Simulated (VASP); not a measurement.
Set up this calculation in VASP 6.6.1, as the native input.

* Task: single point
* Functional: PBE
* Potentials or basis: VASP PAW PBE potentials, release 64 (Na_pv, Au)
* Cutoff: 520 eV
* k mesh: 8 × 8 × 8
* Occupations: gaussian, width 0.1 eV
* Spin: no spin polarisation
* Dipole correction: no
* Further INCAR settings: ALGO = Fast; EDIFF = 1e-06; NBANDS = 52

The structure of NaAu7 lies in POSCAR:

```
NaAu7
1.0
    0.0000000000      4.1716817532      4.1693934953
    4.1683053286      0.0000000000      4.1693934953
    4.1683053286      4.1716817532      0.0000000000
Na Au
1 7
Direct
    0.0000000000      0.0000000000      0.0000000000
    0.5000000000      0.5000000000      0.5000000000
    0.5000000000      0.0000000000      0.0000000000
    0.5000000000      0.5000000000      0.0000000000
    0.0000000000      0.0000000000      0.5000000000
    0.0000000000      0.5000000000      0.5000000000
    0.5000000000      0.0000000000      0.5000000000
    0.0000000000      0.5000000000      0.0000000000
```

One way to write it, as run:

INCAR

```
SYSTEM = NaAu7
PREC     = Accurate       ! precision mode
ENCUT    = 520            ! plane-wave cutoff, eV
EDIFF    = 1E-6           ! SCF threshold, eV
ISMEAR   = 0              ! smearing method
SIGMA    = 0.1            ! smearing width, eV
LREAL    = .False.        ! projectors in reciprocal space
LASPH    = .True.         ! aspherical terms in the spheres
NELM     = 60             ! most SCF steps
ALGO     = Fast           ! electronic algorithm
ISIF     = 2              ! what is computed and relaxed
LWAVE    = .False.        ! write WAVECAR
LCHARG   = .True.         ! write CHGCAR
GGA      = PE             ! functional
LELF     = .True.         ! ELF
LVHAR    = .True.       
NBANDS   = 52             ! bands
```

KPOINTS

```
Automatic mesh
0
Gamma
  8 8 8
  0 0 0
```

Potentials or basis: VASP PAW PBE potentials, release 64 (Na_pv, Au).

Launch:

```console
$ cat potpaw_PBE.64/Na_pv/POTCAR potpaw_PBE.64/Au/POTCAR > POTCAR
$ mpirun -np 1 vasp_std > vasp.out
```

It gave:

```yaml
Pressure: -0.2 GPa
Band_gap_on_the_k_mesh: zero (bands 42 and 43 overlap by 0.88 eV)
```

Caveat: spin-orbit coupling is left out, which moves the levels of the heavy elements.

It took 7.5 min on 1 thread of Intel(R) Xeon(R) 6975P-C (Granite Rapids), on a shared host, peak memory 0.67 GiB.
